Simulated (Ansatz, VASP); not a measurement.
**One calculation of C, two programs**

```
CELL_PARAMETERS angstrom
1.75497 0.00000 0.00000
0.00000 1.75497 0.00000
0.00000 0.00000 1.75497
ATOMIC_POSITIONS crystal
C 0.00000 0.00000 0.00000
```

Alike in both runs: functional PBEsol; k mesh 16 × 16 × 16; occupations fermi-dirac, width 0.1 eV; no spin polarisation.

Ansatz relaxed the structure, and its values are those at the end. VASP's run is a single point on that final structure, the one shown.

|  | VASP | Ansatz |
| --- | --- | --- |
| version | VASP 6.6.1 | Ansatz 0.2.0 |
| potentials or method | VASP PAW PBE potentials, release 64 (C), cutoff 520 eV | plane waves (420 eV) with PAW, scalar-relativistic |
| valence electrons in the cell | 4 | 4 |

Ansatz gave:

| Property | Result |
| --- | --- |
| pressure (GPa) | 0.0 |

Task: What did VASP give for the same quantities?

Result: Pressure (GPa): 0.5.

VASP's potentials were made for PBE, not for PBEsol, and Ansatz warns of the same on its side. With one functional, cell and mesh, what is left measures potentials, basis and numerics.
